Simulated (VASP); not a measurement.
Wanted: the native input for a VASP 6.6.1 run.

```
Task                   : single point
Functional             : PBE
Potentials or basis    : VASP PAW PBE potentials, release 64 (Pd)
Cutoff                 : 520 eV
k mesh                 : 4 × 4 × 4
Occupations            : fermi-dirac, width 0.15 eV
Spin                   : non-collinear spin, zero start, spin-orbit coupling
Starting moments       : [[0, 0, 0]] μB
Dipole correction      : no
Further INCAR settings : ALGO = Normal; EDIFF = 1e-07; NBANDS = 21
```

The structure of Pd lies in POSCAR:

```
Pd
1.0
    0.0000000000      1.9704000000      1.9704000000
    1.9704000000      0.0000000000      1.9704000000
    1.9704000000      1.9704000000      0.0000000000
Pd
1
Direct
    0.0000000000      0.0000000000      0.0000000000
```

These files were run (other wordings do the same):

INCAR

```
SYSTEM = Pd
ALGO = Normal
EDIFF = 1E-7
ENCUT = 520
GGA = PE
GGA_COMPAT = .False.
ISIF = 2
ISMEAR = -1
LASPH = .True.
LCHARG = .False.
LMAXMIX = 4
LORBIT = 11
LORBMOM = .True.
LREAL = .False.
LSORBIT = .True.
LWAVE = .False.
MAGMOM = 0 0 0
NBANDS = 21
NELM = 150
PREC = Accurate
SIGMA = 0.15
```

KPOINTS

```
k-points
0
Gamma
  4 4 4
  0 0 0
```

Potentials or basis: VASP PAW PBE potentials, release 64 (Pd).

Command:

```console
$ cat potpaw_PBE.64/Pd/POTCAR > POTCAR
$ mpirun -np 1 vasp_ncl > vasp.out
```

It gave:

```
Pressure                                              : 0.2 GPa
Net moment                                            : 0.00 μB per cell
Valence electrons inside the program's atomic spheres : Pd 9.38
```

Caveat: the k points lie up to 0.69 Å⁻¹ apart.

Run time: 5.3 s on 1 thread of Intel(R) Xeon(R) 6975P-C (Granite Rapids), with other jobs on the host, peak memory 0.18 GiB.
